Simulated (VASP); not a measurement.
# Cu (Fm-3m) in VASP: settings compared

Aim: see how the results for Cu move with the level of theory and the settings. Levels: PBEsol, revPBE. Tasks: single point, relaxation of cell and atoms.

Program: VASP 6.6.1. These are calculated values, not measurements. Logs are shortened: lines on timing, memory, paths and dates and some standing lists are left out, and cuts for length are marked.

## (1) The cell of the first run

It takes space group Fm-3m (No. 225, cubic). The conventional cell has a = 3.564 Å, b = 3.564 Å, c = 3.564 Å, α = 90.00°, β = 90.00°, γ = 90.00°. Cu (site symmetry m-3m) has 12 Cu at 2.52 Å within 3.3 Å.

## (2) Single point, PBEsol

File INCAR:

```
SYSTEM = Cu
PREC = Accurate
ENCUT = 520
EDIFF = 1E-6
ISMEAR = -1
SIGMA = 0.05
LREAL = .FALSE.
LASPH = .TRUE.
NELM = 100
ALGO = Normal
ISIF = 2
LWAVE = .FALSE.
LCHARG = .FALSE.
GGA = PS
NBANDS = 12
```

File KPOINTS:

```
Automatic mesh
0
G
  16 16 16
  0 0 0
```

File POSCAR:

```
Cu
1.0
    0.0000000000      1.7822264538      1.7822264538
    1.7822264538      0.0000000000      1.7822264538
    1.7822264538      1.7822264538      0.0000000000
Cu
1
Direct
    0.0000000000      0.0000000000      0.0000000000
```

Potentials or basis: VASP PAW PBE potentials, release 64 (Cu).

Command:

```sh
$ cat potpaw_PBE.64/Cu/POTCAR > POTCAR
$ mpirun -np 1 vasp_std > vasp.out
```

OUTCAR:

```text
SYSTEM = Cu
   PREC = Accurate
   ENCUT = 520
   EDIFF = 1E-6
   ISMEAR = -1
   LREAL = .FALSE.
   LASPH = .TRUE.
   NELM = 100
   ISIF = 2
   GGA = PS

 ion  position               nearest neighbor table
   1  0.000  0.000  0.000-

  LATTYP: Found a face centered cubic cell.
 ALAT       =     3.5644529076

  Lattice vectors:

 A1 = (   0.0000000000,   1.7822264538,   1.7822264538)
 A2 = (   1.7822264538,   0.0000000000,   1.7822264538)
 A3 = (   1.7822264538,   1.7822264538,   0.0000000000)

Analysis of symmetry for initial positions (statically):
=====================================================================
 Subroutine PRICEL returns:
 Original cell was already a primitive cell.

 Routine SETGRP: Setting up the symmetry group for a
 face centered cubic supercell.

 Subroutine GETGRP returns: Found 48 space group operations
 (whereof 48 operations were pure point group operations)
 out of a pool of 48 trial point group operations.

The static configuration has the point symmetry O_h .

Analysis of symmetry for dynamics (positions and initial velocities):
=====================================================================
 Subroutine PRICEL returns:
 Original cell was already a primitive cell.

 Routine SETGRP: Setting up the symmetry group for a
 face centered cubic supercell.

 Subroutine GETGRP returns: Found 48 space group operations
 (whereof 48 operations were pure point group operations)
 out of a pool of 48 trial point group operations.

The dynamic configuration has the point symmetry O_h .

 Subroutine INISYM returns: Found 48 space group operations
 (whereof 48 operations are pure point group operations),
 and found     1 'primitive' translations

----------------------------------------------------------------------------------------

                                     Primitive cell

  volume of cell :      11.3219

  direct lattice vectors                    reciprocal lattice vectors
     0.000000000  1.782226454  1.782226454    -0.280547962  0.280547962  0.280547962
     1.782226454  0.000000000  1.782226454     0.280547962 -0.280547962  0.280547962
     1.782226454  1.782226454  0.000000000     0.280547962  0.280547962 -0.280547962

  length of vectors
     2.520448822  2.520448822  2.520448822     0.485923325  0.485923325  0.485923325

  position of ions in fractional coordinates (direct lattice)
     0.000000000  0.000000000  0.000000000

  ion indices of the primitive-cell ions
   primitive index   ion index
                 1           1
[... 73 lines left out ...]
   LREAL  =      F    real-space projection
   EDIFFG = 0.1E-04   stopping-criterion for IOM
   NSW    =      0    number of steps for IOM
   IBRION =     -1    ionic relax: 0-MD 1-quasi-New 2-CG
   NFREE  =      0    steps in history (QN), initial steepest desc. (CG)
   ISIF   =      2    stress and relaxation
   ISYM   =      2    0-nonsym 1-usesym 2-fastsym
   POTIM  = 0.5000    time-step for ionic-motion
   TEBEG  =    0.0;   TEEND  =   0.0 temperature during run
   PSTRESS=    0.0 pullay stress
   NELECT =      11.0000    total number of electrons
   NUPDOWN=      -1.0000    fix difference up-down
   EMIN   =  10.00;   EMAX   =-10.00  energy-range for DOS
   EFERMI =   0.00;   METHOD = LEGACY
   ISMEAR =    -1;   SIGMA  =   0.05  broadening in eV -4-tet -1-fermi 0-gaus
   EFERMI_NEDOS =   21; number of points for ismear=-14 and -15
   IALGO  =     38    algorithm
   IMIX   =      4    mixing-type and parameters
     AMIX     =   0.40;   BMIX     =  1.00
     AMIX_MAG =   1.60;   BMIX_MAG =  1.00
  volume/ion in A,a.u.               =      11.32        76.40
  Fermi-wavevector in a.u.,A,eV,Ry     =   1.621435  3.064068 35.770411  2.629051
  Thomas-Fermi vector in A             =   2.715211
   LORBIT       =      0    0 simple, 1 ext, 2 COOP (PROOUT), +10 PAW based schemes
   GGA     = PS    functional components
   LHFCALC =     F    Hartree Fock is set to
   AEXX    =    0.0000 exact exchange contribution
   IVDW    =     0    specifies the selected vdW correction
   LEPSILON=     F    determine dielectric tensor
   LRPA    =     F    only Hartree local field effects (RPA)
 non-spin polarized calculation
  energy-cutoff  :      520.00
  volume of cell :       11.32
 maximum number of plane-waves:       316
   NGX =  9   NGY =  9   NGZ =  9

 number of electron      11.0000013 magnetization

 Free energy of the ion-electron system (eV)
  ---------------------------------------------------
  ext. energy  EPLUGINS =         0.00000000
  ---------------------------------------------------
  free energy    TOTEN  =        -4.30957092 eV

  energy without entropy =       -4.30703305  energy(sigma->0) =       -4.30830199

 E-fermi :   7.8978     XC(G=0): -13.1559

 val. band max:        7.8836395797   @ k =   0.5000   0.1875   0.0625
 cond. band min:       7.9582820703   @ k =   0.5000   0.3125   0.1250
 fundamental gap:      0.0746424906
 Fermi energy:         7.8978415839

 k-point     1 :       0.0000    0.0000    0.0000
  band No.  band energies     occupation
      1      -1.7824      2.00000
      2       4.7771      2.00000
      3       4.7771      2.00000
      4       4.7771      2.00000
      5       5.6656      2.00000
      6       5.6656      2.00000
      7      30.8543      0.00000
      8      33.7989      0.00000
      9      33.7989      0.00000
     10      33.7989      0.00000
     11      36.3171      0.00000
     12      36.3171      0.00000
[... 331 lines left out ...]
 k-point    24 :      -0.0625    0.0625    0.0000
  band No.  band energies     occupation
      1      -1.3934      2.00000
      2       4.6847      2.00000
      3       4.8474      2.00000
      4       4.8616      2.00000
      5       5.5975      2.00000
      6       5.6796      2.00000
      7      28.9804      0.00000
      8      30.2070      0.00000
      9      32.7720      0.00000
     10      34.3518      0.00000
     11      36.5086      0.00000
     12      37.1160      0.00000

 [... further k-points ...]
[... 5 lines left out ...]
  --------------------------------------------------------------------------------------
  -------------------------------------------------------------------------------------
  Total        0.0503070      0.0503070      0.0503070     -0.0000000     -0.0000000      0.0000000
  in kB        7.1190224      7.1190224      7.1190224     -0.0000000     -0.0000000      0.0000000
  external PRESSURE =       7.1190224 kB  Pullay stress =       0.0000000 kB

 VOLUME and BASIS-vectors are now :
 -----------------------------------------------------------------------------
  energy-cutoff  :      520.00
  volume of cell :       11.32
      direct lattice vectors                 reciprocal lattice vectors
     0.000000000  1.782226454  1.782226454    -0.280547962  0.280547962  0.280547962
     1.782226454  0.000000000  1.782226454     0.280547962 -0.280547962  0.280547962
     1.782226454  1.782226454  0.000000000     0.280547962  0.280547962 -0.280547962

 POSITION                                       TOTAL-FORCE (eV/Angst)
 -----------------------------------------------------------------------------------
      0.00000      0.00000      0.00000         0.000000     -0.000000     -0.000000
 -----------------------------------------------------------------------------------
    total drift:                                0.000000     -0.000000      0.000000

  FREE ENERGIE OF THE ION-ELECTRON SYSTEM (eV)
  ---------------------------------------------------
  free  energy   TOTEN  =        -4.3095709247 eV

  energy  without entropy=       -4.3070330472  energy(sigma->0) =       -4.30830199
```

It took 16 s on 1 thread of Intel Xeon Platinum 8488C (Sapphire Rapids), shared host; peak memory 0.14 GiB.

Results:

```
Free energy : -4.3096 eV
Pressure    : 0.7 GPa
```

Caveat: the PAW data sets were made with another functional, which shifts forces and pressure a little.

## (3) Single point, PBEsol

File INCAR:

```
PREC = Accurate ; ENCUT = 520
EDIFF = 1E-7 ; ISMEAR = -1
SIGMA = 0.05 ; LREAL = False
LASPH = True ; NELM = 100
ALGO = Normal ; ISIF = 2
LWAVE = False ; LCHARG = True
GGA = PS ; LELF = True
LVHAR = True ; NBANDS = 12
```

File KPOINTS:

```
Automatic mesh
0
Gamma
  16 16 16
```

File POSCAR:

```
Cu
1.0
    0.0000000000      1.7821983344      1.7821983344
    1.7821983344      0.0000000000      1.7821983344
    1.7821983344      1.7821983344      0.0000000000
Cu
1
Direct
    0.0000000000      0.0000000000      0.0000000000
```

Potentials or basis: VASP PAW PBE potentials, release 64 (Cu).

Command:

```sh
$ cat potpaw_PBE.64/Cu/POTCAR > POTCAR
$ mpirun -np 1 vasp_std > vasp.out
```

Run time: 16 s. Hardware: 1 thread of Intel Xeon Platinum 8488C (Sapphire Rapids), shared host; peak memory 0.13 GiB.

It converged, with:

| Item | Value |
| --- | --- |
| Free energy | -4.3096 eV |
| Pressure | 0.7 GPa |

Levels at points of the mesh, in eV from the Fermi level:
| k point | band 3 | band 4 | band 5 | band 6 | band 7 | band 8 | band 9 | band 10 |
| --- | --- | --- | --- | --- | --- | --- | --- | --- |
| (0.00, 0.00, 0.00) | -3.12 | -3.12 | -2.23 | -2.23 | 22.96 | 25.90 | 25.90 | 25.90 |
| (0.50, 0.00, 0.00) | -3.15 | -1.63 | -1.63 | -1.13 | 3.99 | 21.43 | 22.72 | 22.72 |
| (0.50, 0.50, 0.00) | -1.64 | -1.48 | -1.48 | 1.46 | 7.43 | 13.40 | 13.40 | 18.03 |

Caveat: the PAW data sets were made with another functional, which shifts forces and pressure a little.

## (4) Relaxation of cell and atoms, PBEsol

This run uses another cell than the first one, of 12.28 Å³/atom, 1.085 times its volume.

File INCAR:

```
PREC = Accurate
ENCUT = 600
EDIFF = 1E-6
ISMEAR = -1
SIGMA = 0.05
LREAL = False
LASPH = True
NELM = 60
ALGO = Normal
ISIF = 3
LWAVE = False
LCHARG = False
GGA = PS
IBRION = 2
NSW = 100
EDIFFG = -0.005
```

File KPOINTS:

```
regular mesh
0
Gamma
  16 16 16
```

File POSCAR:

```
Cu
1.0
    0.0000000000      1.8312856224      1.8312856224
    1.8312856224      0.0000000000      1.8312856224
    1.8312856224      1.8312856224      0.0000000000
Cu
1
Direct
    0.0000000000      0.0000000000      0.0000000000
```

Command:

```sh
$ cat potpaw_PBE.64/Cu/POTCAR > POTCAR
$ mpirun -np 1 vasp_std > vasp.out
```

Run time: 25 s. Hardware: 1 thread of Intel Xeon Platinum 8488C (Sapphire Rapids), shared host; peak memory 0.16 GiB.

Results (log left out):

```yaml
Free_energy: -4.3102 eV
Relaxed_volume: 11.37 Å³/atom
Relaxed_cell: a = 2.524 Å, b = 2.524 Å, c = 2.524 Å, α = 60.00°, β = 60.00°, γ = 60.00°
Space_group_after_relaxing_to_0.05_Å: Fm-3m (No. 225)
Energy_gained_by_relaxing: 32.2 meV/atom
Ionic_steps: 3
Pressure_after_relaxing: 0.0 GPa
```

Step by step:
```csv
step,energy change (eV),largest force (eV/Å),pressure (GPa),volume (Å³)
1,0.0000,0.0000,-10.42,12.28
2,-0.0221,0.0000,7.41,10.92
3,-0.0322,0.0000,-0.02,11.37
```

Final structure:
```
Cu
1.0
     0.00000    1.78479    1.78479
     1.78479    0.00000    1.78479
     1.78479    1.78479    0.00000
Cu
1
Direct
  0.00000 0.00000 0.00000
```

Levels at points of the mesh, in eV from the Fermi level:
```tsv
k point	band 3	band 4	band 5	band 6	band 7	band 8	band 9
(0.00, 0.00, 0.00)	-3.11	-3.11	-2.22	-2.22	22.92	25.83	25.83
(0.50, 0.00, 0.00)	-3.14	-1.62	-1.62	-1.11	3.97	21.40	22.65
(0.50, 0.50, 0.00)	-1.64	-1.47	-1.47	1.46	7.40	13.37	13.37
```

Caveat: the PAW data sets were made with another functional, which shifts forces and pressure a little.

## (5) Single point, revPBE, collinear spin, ferromagnetic start

This run uses another cell than the first one, of 12.27 Å³/atom, 1.084 times its volume.

File INCAR:

```
SYSTEM = Cu
PREC = Accurate
ENCUT = 520
EDIFF = 1E-6
ISMEAR = -1
SIGMA = 0.05
LREAL = .FALSE.
LASPH = .TRUE.
NELM = 150
ALGO = Normal
ISIF = 2
LWAVE = .FALSE.
LCHARG = .TRUE.
ISPIN = 2
MAGMOM = 0.2
LORBIT = 11
LMAXMIX = 4
GGA = RE
LELF = .TRUE.
LVHAR = .TRUE.
NBANDS = 16
```

File KPOINTS:

```
regular mesh
0
G
  16 16 16
  0 0 0
```

File POSCAR:

```
Cu
1.0
    0.0000000000      1.8306005786      1.8306005786
    1.8306005786      0.0000000000      1.8306005786
    1.8306005786      1.8306005786      0.0000000000
Cu
1
Direct
    0.0000000000      0.0000000000      0.0000000000
```

Command:

```sh
$ cat potpaw_PBE.64/Cu/POTCAR > POTCAR
$ mpirun -np 1 vasp_std > vasp.out
```

It took 44 s on 1 thread of Intel Xeon Platinum 8488C (Sapphire Rapids), shared host; peak memory 0.16 GiB.

Results (log left out):

```yaml
Free_energy: -3.3530 eV
Pressure: 0.6 GPa
Net_moment: 0.00 μB per cell
Valence_electrons_inside_the_program's_atomic_spheres: Cu 9.96
```

Levels at points of the mesh, in eV from the Fermi level:
Spin up:
```csv
k point,band 4,band 5,band 6,band 7,band 8,band 9
"(0.00, 0.00, 0.00)",-2.87,-2.10,-2.10,22.28,24.71,24.71
"(0.50, 0.00, 0.00)",-1.56,-1.56,-0.86,3.63,20.79,21.58
"(0.50, 0.50, 0.00)",-1.42,-1.42,1.57,6.90,12.85,12.85
```
Spin down:
```csv
k point,band 3,band 4,band 5,band 6,band 7,band 8,band 9,band 10
"(0.00, 0.00, 0.00)",-2.87,-2.87,-2.10,-2.10,22.28,24.71,24.71,24.71
"(0.50, 0.00, 0.00)",-2.90,-1.56,-1.56,-0.86,3.63,20.79,21.58,21.58
"(0.50, 0.50, 0.00)",-1.58,-1.42,-1.42,1.57,6.90,12.85,12.85,17.20
```

Caveat: the PAW data sets were made with another functional, which shifts forces and pressure a little.

(Continued in part 2 of 2.)
